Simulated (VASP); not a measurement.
# CdSe (gw) (F-43m) in VASP: a series of runs

Runs on CdSe (gw). Level: PBEsol. Tasks: single point.

Everything below comes from runs of VASP 6.6.1. Logs are shortened: lines on timing, memory, paths and dates and some standing lists are left out, and cuts for length are marked.

**1. The cell of the first run**

The structure is cubic, space group F-43m (No. 216). The conventional cell has a = 6.021 Å, b = 6.021 Å, c = 6.021 Å, α = 90.00°, β = 90.00°, γ = 90.00°. Within 3.4 Å of Cd (site symmetry -43m) lie 4 Se at 2.61 Å. Se (site symmetry -43m) has 4 Cd at 2.61 Å within 3.4 Å.

**2. Single point, PBEsol**

File INCAR:

```
SYSTEM = CdSe
  PREC = Accurate
  ENCUT = 500
  EDIFF = 1E-6
  ISMEAR = 0
  SIGMA = 0.01
  LREAL = .FALSE.
  LASPH = .TRUE.
  NELM = 120
  ALGO = Normal
  ISIF = 2
  LWAVE = .FALSE.
  LCHARG = .FALSE.
  GGA = PS
  NBANDS = 16
  GGA_COMPAT = .FALSE.
```

File KPOINTS:

```
regular mesh
0
G
  4 4 4
  0 0 0
```

File POSCAR:

```
CdSe
1.0
    0.0000000000      3.0106624250      3.0106624250
    3.0106624250      0.0000000000      3.0106624250
    3.0106624250      3.0106624250      0.0000000000
Cd Se
1 1
Direct
    0.0000000000      0.0000000000      0.0000000000
    0.2500000000      0.2500000000      0.2500000000
```

Potentials or basis: VASP PAW PBE potentials, release 64 (Cd, Se).

Launch:

```bash
$ cat potpaw_PBE.64/Cd/POTCAR potpaw_PBE.64/Se/POTCAR > POTCAR
$ mpirun -np 1 vasp_std > vasp.out
```

OUTCAR:

```text
SYSTEM = CdSe
   PREC = Accurate
   ENCUT = 500
   EDIFF = 1E-6
   ISMEAR = 0
   LREAL = .FALSE.
   LASPH = .TRUE.
   NELM = 120
   ISIF = 2
   GGA = PS

 ion  position               nearest neighbor table
   1  0.000  0.000  0.000-   2 2.61   2 2.61   2 2.61   2 2.61
   2  0.250  0.250  0.250-   1 2.61   1 2.61   1 2.61   1 2.61

  LATTYP: Found a face centered cubic cell.
 ALAT       =     6.0213248500

  Lattice vectors:

 A1 = (   0.0000000000,   3.0106624250,   3.0106624250)
 A2 = (   3.0106624250,   0.0000000000,   3.0106624250)
 A3 = (   3.0106624250,   3.0106624250,   0.0000000000)

Analysis of symmetry for initial positions (statically):
=====================================================================
 Subroutine PRICEL returns:
 Original cell was already a primitive cell.

 Routine SETGRP: Setting up the symmetry group for a
 face centered cubic supercell.

 Subroutine GETGRP returns: Found 24 space group operations
 (whereof 24 operations were pure point group operations)
 out of a pool of 48 trial point group operations.

The static configuration has the point symmetry T_d .

Analysis of symmetry for dynamics (positions and initial velocities):
=====================================================================
 Subroutine PRICEL returns:
 Original cell was already a primitive cell.

 Routine SETGRP: Setting up the symmetry group for a
 face centered cubic supercell.

 Subroutine GETGRP returns: Found 24 space group operations
 (whereof 24 operations were pure point group operations)
 out of a pool of 48 trial point group operations.

The dynamic configuration has the point symmetry T_d .

 Subroutine INISYM returns: Found 24 space group operations
 (whereof 24 operations are pure point group operations),
 and found     1 'primitive' translations

----------------------------------------------------------------------------------------

                                     Primitive cell

  volume of cell :      54.5778

  direct lattice vectors                    reciprocal lattice vectors
     0.000000000  3.010662425  3.010662425    -0.166076408  0.166076408  0.166076408
     3.010662425  0.000000000  3.010662425     0.166076408 -0.166076408  0.166076408
     3.010662425  3.010662425  0.000000000     0.166076408  0.166076408 -0.166076408

  length of vectors
     4.257719633  4.257719633  4.257719633     0.287652776  0.287652776  0.287652776

[... 62 lines left out ...]
   NELM   =    120;   NELMIN=  2; NELMDL= -5     # of ELM steps
   EDIFF  = 0.1E-05   stopping-criterion for ELM
   LREAL  =      F    real-space projection
   EDIFFG = 0.1E-04   stopping-criterion for IOM
   NSW    =      0    number of steps for IOM
   IBRION =     -1    ionic relax: 0-MD 1-quasi-New 2-CG
   NFREE  =      0    steps in history (QN), initial steepest desc. (CG)
   ISIF   =      2    stress and relaxation
   ISYM   =      2    0-nonsym 1-usesym 2-fastsym
   POTIM  = 0.5000    time-step for ionic-motion
   TEBEG  =    0.0;   TEEND  =   0.0 temperature during run
   PSTRESS=    0.0 pullay stress
   NELECT =      18.0000    total number of electrons
   NUPDOWN=      -1.0000    fix difference up-down
   EMIN   =  10.00;   EMAX   =-10.00  energy-range for DOS
   EFERMI =   0.00;   METHOD = LEGACY
   ISMEAR =     0;   SIGMA  =   0.01  broadening in eV -4-tet -1-fermi 0-gaus
   EFERMI_NEDOS =   21; number of points for ismear=-14 and -15
   IALGO  =     38    algorithm
   IMIX   =      4    mixing-type and parameters
     AMIX     =   0.40;   BMIX     =  1.00
     AMIX_MAG =   1.60;   BMIX_MAG =  1.00
  volume/ion in A,a.u.               =      27.29       184.15
  Fermi-wavevector in a.u.,A,eV,Ry     =   1.131081  2.137433 17.406527  1.279344
  Thomas-Fermi vector in A             =   2.267779
   LORBIT       =      0    0 simple, 1 ext, 2 COOP (PROOUT), +10 PAW based schemes
   GGA     = PS    functional components
   LHFCALC =     F    Hartree Fock is set to
   AEXX    =    0.0000 exact exchange contribution
   IVDW    =     0    specifies the selected vdW correction
   LEPSILON=     F    determine dielectric tensor
   LRPA    =     F    only Hartree local field effects (RPA)
 non-spin polarized calculation
 Gauss-broadening in eV      SIGMA  =   0.01
  energy-cutoff  :      500.00
  volume of cell :       54.58
 maximum number of plane-waves:      1411
   NGX = 15   NGY = 15   NGZ = 15

 number of electron      17.9999993 magnetization

 Free energy of the ion-electron system (eV)
  ---------------------------------------------------
  ext. energy  EPLUGINS =         0.00000000
  ---------------------------------------------------
  free energy    TOTEN  =        -6.10928386 eV

  energy without entropy =       -6.10928386  energy(sigma->0) =       -6.10928386

 E-fermi :   1.1344     XC(G=0):  -9.2259

 val. band max:        1.0895048766   @ k =   0.0000   0.0000   0.0000
 cond. band min:       1.6151323033   @ k =   0.0000   0.0000   0.0000
 fundamental gap:      0.5256274267
 Fermi energy:         1.1344204325

 k-point     1 :       0.0000    0.0000    0.0000
  band No.  band energies     occupation
      1     -11.7062      2.00000
      2      -6.9644      2.00000
      3      -6.9644      2.00000
      4      -6.9644      2.00000
      5      -6.5523      2.00000
      6      -6.5523      2.00000
[... 129 lines left out ...]
      3      -6.7517      2.00000
      4      -6.5902      2.00000
      5      -6.5497      2.00000
      6      -6.0198      2.00000
[... 8 lines left out ...]
     15      13.7386      0.00000
     16      14.2504      0.00000

------------------------ aborting loop because EDIFF is reached ----------------------------------------

  FORCE on cell =-STRESS in cart. coord.  units (eV):
  Direction    XX          YY          ZZ          XY          YZ          ZX
  --------------------------------------------------------------------------------------
  -------------------------------------------------------------------------------------
  Total        0.7814329      0.7814329      0.7814329     -0.0000000     -0.0000000     -0.0000000
  in kB       22.9396120     22.9396120     22.9396120     -0.0000000     -0.0000000     -0.0000000
  external PRESSURE =      22.9396120 kB  Pullay stress =       0.0000000 kB

 VOLUME and BASIS-vectors are now :
 -----------------------------------------------------------------------------
  energy-cutoff  :      500.00
  volume of cell :       54.58
      direct lattice vectors                 reciprocal lattice vectors
     0.000000000  3.010662425  3.010662425    -0.166076408  0.166076408  0.166076408
     3.010662425  0.000000000  3.010662425     0.166076408 -0.166076408  0.166076408
     3.010662425  3.010662425  0.000000000     0.166076408  0.166076408 -0.166076408

 POSITION                                       TOTAL-FORCE (eV/Angst)
 -----------------------------------------------------------------------------------
      0.00000      0.00000      0.00000         0.000000      0.000000      0.000000
      1.50533      1.50533      1.50533        -0.000000     -0.000000     -0.000000
 -----------------------------------------------------------------------------------
    total drift:                                0.000000      0.000000      0.000000

  FREE ENERGIE OF THE ION-ELECTRON SYSTEM (eV)
  ---------------------------------------------------
  free  energy   TOTEN  =        -6.1092838629 eV

  energy  without entropy=       -6.1092838629  energy(sigma->0) =       -6.10928386
```

OSZICAR:

```text
N       E                     dE             d eps       ncg     rms          rms(c)
DAV:   1     0.102431963366E+03    0.10243E+03   -0.87392E+03   264   0.985E+02
DAV:   2    -0.265847447968E+01   -0.10509E+03   -0.99045E+02   304   0.241E+02
DAV:   3    -0.649090326127E+01   -0.38324E+01   -0.38259E+01   328   0.492E+01
DAV:   4    -0.650511060802E+01   -0.14207E-01   -0.14207E-01   304   0.300E+00
DAV:   5    -0.650519180929E+01   -0.81201E-04   -0.81201E-04   328   0.199E-01    0.645E+00
DAV:   6    -0.613678634358E+01    0.36841E+00   -0.57840E-01   376   0.101E+01    0.512E+00
DAV:   7    -0.611030536928E+01    0.26481E-01   -0.14466E-01   296   0.262E+00    0.228E+00
DAV:   8    -0.610932510947E+01    0.98026E-03   -0.15792E-02   296   0.155E+00    0.229E-01
DAV:   9    -0.610922795962E+01    0.97150E-04   -0.15716E-03   304   0.543E-01    0.520E-02
DAV:  10    -0.610925664104E+01   -0.28681E-04   -0.16223E-04   312   0.165E-01    0.389E-02
DAV:  11    -0.610928430958E+01   -0.27669E-04   -0.46216E-05   304   0.491E-02    0.147E-02
DAV:  12    -0.610928386295E+01    0.44663E-06   -0.18981E-06   256   0.193E-02
   1 F= -.61092839E+01 E0= -.61092839E+01  d E =-.457977E-12
```

stdout:

```text
POSCAR found type information on POSCAR CdSe
 POSCAR found :  2 types and       2 ions
 scaLAPACK will be used
 -----------------------------------------------------------------------------
|                                                                             |
|                                                                             |
|     You enforced a specific xc type in the INCAR file but a different       |
|     I HOPE YOU KNOW WHAT YOU ARE DOING!                                     |
|                                                                             |
 -----------------------------------------------------------------------------

 LDA part: xc-table for (Slater+PW92), standard interpolation
 POSCAR, INCAR and KPOINTS ok, starting setup
 FFT: planning ... GRIDC
 FFT: planning ... GRID_SOFT
 FFT: planning ... GRID
 WAVECAR not read
 entering main loop
```

Run time: 6.4 s. Hardware: 1 thread of AMD EPYC 7R13 (Zen 3), shared host; peak memory 0.14 GiB.

What came out:

| Item | Value |
| --- | --- |
| Free energy | -6.1093 eV |
| Pressure | 2.3 GPa |
| Band gap on the k mesh | 0.53 eV, direct |

Levels at points of the mesh, in eV from the valence-band top:
| k point | band 6 | band 7 | band 8 | band 9 | band 10 | band 11 | band 12 | band 13 |
| --- | --- | --- | --- | --- | --- | --- | --- | --- |
| (0.00, 0.00, 0.00) | -7.64 | 0.00 | 0.00 | 0.00 | 0.53 | 5.83 | 5.83 | 5.83 |
| (0.50, 0.00, 0.00) | -7.32 | -4.65 | -0.81 | -0.81 | 2.30 | 6.34 | 6.34 | 7.35 |
| (0.50, 0.50, 0.00) | -7.25 | -4.29 | -1.99 | -1.99 | 2.92 | 3.68 | 9.12 | 10.29 |

Caveat: the k points lie up to 0.45 Å⁻¹ apart; the PAW data sets were made with another functional, which shifts forces and pressure a little.

**3. Single point, PBEsol**

File INCAR:

```
PREC = Accurate ; ENCUT = 500
EDIFF = 1E-6 ; ISMEAR = 0
SIGMA = 0.01 ; LREAL = False
LASPH = True ; NELM = 120
ALGO = Normal ; ISIF = 2
LWAVE = False ; LCHARG = False
GGA = PS ; NBANDS = 16
GGA_COMPAT = False
```

File KPOINTS:

```
regular mesh
0
Gamma
  4 4 4
```

POSCAR is that of step 2.

Potentials or basis: VASP PAW PBE potentials, release 64 (Cd, Se).

Launch:

```bash
$ cat potpaw_PBE.64/Cd/POTCAR potpaw_PBE.64/Se/POTCAR > POTCAR
$ mpirun -np 1 vasp_std > vasp.out
```

OUTCAR:

```text
PREC = Accurate
   ENCUT = 500
   EDIFF = 1E-6
   ISMEAR = 0
   LREAL = False
   LASPH = True
   NELM = 120
   ISIF = 2
   GGA = PS

 ion  position               nearest neighbor table
   1  0.000  0.000  0.000-   2 2.61   2 2.61   2 2.61   2 2.61
   2  0.250  0.250  0.250-   1 2.61   1 2.61   1 2.61   1 2.61

  LATTYP: Found a face centered cubic cell.
 ALAT       =     6.0213248500

  Lattice vectors:

 A1 = (   0.0000000000,   3.0106624250,   3.0106624250)
 A2 = (   3.0106624250,   0.0000000000,   3.0106624250)
 A3 = (   3.0106624250,   3.0106624250,   0.0000000000)

Analysis of symmetry for initial positions (statically):
=====================================================================
 Subroutine PRICEL returns:
 Original cell was already a primitive cell.

 Routine SETGRP: Setting up the symmetry group for a
 face centered cubic supercell.

 Subroutine GETGRP returns: Found 24 space group operations
 (whereof 24 operations were pure point group operations)
 out of a pool of 48 trial point group operations.

The static configuration has the point symmetry T_d .

Analysis of symmetry for dynamics (positions and initial velocities):
=====================================================================
 Subroutine PRICEL returns:
 Original cell was already a primitive cell.

 Routine SETGRP: Setting up the symmetry group for a
 face centered cubic supercell.

 Subroutine GETGRP returns: Found 24 space group operations
 (whereof 24 operations were pure point group operations)
 out of a pool of 48 trial point group operations.

The dynamic configuration has the point symmetry T_d .

 Subroutine INISYM returns: Found 24 space group operations
 (whereof 24 operations are pure point group operations),
 and found     1 'primitive' translations

----------------------------------------------------------------------------------------

                                     Primitive cell
[... 91 lines left out ...]
   IALGO  =     38    algorithm
   IMIX   =      4    mixing-type and parameters
     AMIX     =   0.40;   BMIX     =  1.00
     AMIX_MAG =   1.60;   BMIX_MAG =  1.00
  volume/ion in A,a.u.               =      27.29       184.15
  Fermi-wavevector in a.u.,A,eV,Ry     =   1.131081  2.137433 17.406527  1.279344
  Thomas-Fermi vector in A             =   2.267779
   LORBIT       =      0    0 simple, 1 ext, 2 COOP (PROOUT), +10 PAW based schemes
   GGA     = PS    functional components
   LHFCALC =     F    Hartree Fock is set to
   AEXX    =    0.0000 exact exchange contribution
   IVDW    =     0    specifies the selected vdW correction
   LEPSILON=     F    determine dielectric tensor
   LRPA    =     F    only Hartree local field effects (RPA)
 non-spin polarized calculation
 Gauss-broadening in eV      SIGMA  =   0.01
  energy-cutoff  :      500.00
  volume of cell :       54.58
 maximum number of plane-waves:      1411
   NGX = 15   NGY = 15   NGZ = 15

 number of electron      17.9999993 magnetization

 Free energy of the ion-electron system (eV)
  ---------------------------------------------------
  ext. energy  EPLUGINS =         0.00000000
  ---------------------------------------------------
  free energy    TOTEN  =        -6.10928386 eV

  energy without entropy =       -6.10928386  energy(sigma->0) =       -6.10928386

 E-fermi :   1.1344     XC(G=0):  -9.2259

 val. band max:        1.0895048766   @ k =   0.0000   0.0000   0.0000
 cond. band min:       1.6151323033   @ k =   0.0000   0.0000   0.0000
 fundamental gap:      0.5256274267
 Fermi energy:         1.1344204325

 k-point     1 :       0.0000    0.0000    0.0000
  band No.  band energies     occupation
      1     -11.7062      2.00000
      2      -6.9644      2.00000
      3      -6.9644      2.00000
      4      -6.9644      2.00000
      5      -6.5523      2.00000
      6      -6.5523      2.00000
[... 129 lines left out ...]
      3      -6.7517      2.00000
      4      -6.5902      2.00000
      5      -6.5497      2.00000
      6      -6.0198      2.00000
[... 8 lines left out ...]
     15      13.7386      0.00000
     16      14.2504      0.00000

------------------------ aborting loop because EDIFF is reached ----------------------------------------

  FORCE on cell =-STRESS in cart. coord.  units (eV):
  Direction    XX          YY          ZZ          XY          YZ          ZX
  --------------------------------------------------------------------------------------
  -------------------------------------------------------------------------------------
  Total        0.7814329      0.7814329      0.7814329     -0.0000000     -0.0000000     -0.0000000
  in kB       22.9396120     22.9396120     22.9396120     -0.0000000     -0.0000000     -0.0000000
  external PRESSURE =      22.9396120 kB  Pullay stress =       0.0000000 kB

 VOLUME and BASIS-vectors are now :
 -----------------------------------------------------------------------------
  energy-cutoff  :      500.00
  volume of cell :       54.58
      direct lattice vectors                 reciprocal lattice vectors
     0.000000000  3.010662425  3.010662425    -0.166076408  0.166076408  0.166076408
     3.010662425  0.000000000  3.010662425     0.166076408 -0.166076408  0.166076408
     3.010662425  3.010662425  0.000000000     0.166076408  0.166076408 -0.166076408

 POSITION                                       TOTAL-FORCE (eV/Angst)
 -----------------------------------------------------------------------------------
      0.00000      0.00000      0.00000         0.000000      0.000000      0.000000
      1.50533      1.50533      1.50533        -0.000000     -0.000000     -0.000000
 -----------------------------------------------------------------------------------
    total drift:                                0.000000      0.000000      0.000000

  FREE ENERGIE OF THE ION-ELECTRON SYSTEM (eV)
  ---------------------------------------------------
  free  energy   TOTEN  =        -6.1092838629 eV

  energy  without entropy=       -6.1092838629  energy(sigma->0) =       -6.10928386
```

OSZICAR:

```text
N       E                     dE             d eps       ncg     rms          rms(c)
DAV:   1     0.102431963366E+03    0.10243E+03   -0.87392E+03   264   0.985E+02
DAV:   2    -0.265847447968E+01   -0.10509E+03   -0.99045E+02   304   0.241E+02
DAV:   3    -0.649090326127E+01   -0.38324E+01   -0.38259E+01   328   0.492E+01
DAV:   4    -0.650511060802E+01   -0.14207E-01   -0.14207E-01   304   0.300E+00
DAV:   5    -0.650519180929E+01   -0.81201E-04   -0.81201E-04   328   0.199E-01    0.645E+00
DAV:   6    -0.613678634358E+01    0.36841E+00   -0.57840E-01   376   0.101E+01    0.512E+00
DAV:   7    -0.611030536928E+01    0.26481E-01   -0.14466E-01   296   0.262E+00    0.228E+00
DAV:   8    -0.610932510947E+01    0.98026E-03   -0.15792E-02   296   0.155E+00    0.229E-01
DAV:   9    -0.610922795962E+01    0.97150E-04   -0.15716E-03   304   0.543E-01    0.520E-02
DAV:  10    -0.610925664104E+01   -0.28681E-04   -0.16223E-04   312   0.165E-01    0.389E-02
DAV:  11    -0.610928430958E+01   -0.27669E-04   -0.46216E-05   304   0.491E-02    0.147E-02
DAV:  12    -0.610928386295E+01    0.44663E-06   -0.18981E-06   256   0.193E-02
   1 F= -.61092839E+01 E0= -.61092839E+01  d E =-.457977E-12
```

Run time: 6.7 s. Hardware: 1 thread of AMD EPYC 7R13 (Zen 3), shared host; peak memory 0.14 GiB.

What came out:

```
Free energy            : -6.1093 eV
Pressure               : 2.3 GPa
Band gap on the k mesh : 0.53 eV, direct
```

Caveat: the k points lie up to 0.45 Å⁻¹ apart; the PAW data sets were made with another functional, which shifts forces and pressure a little.
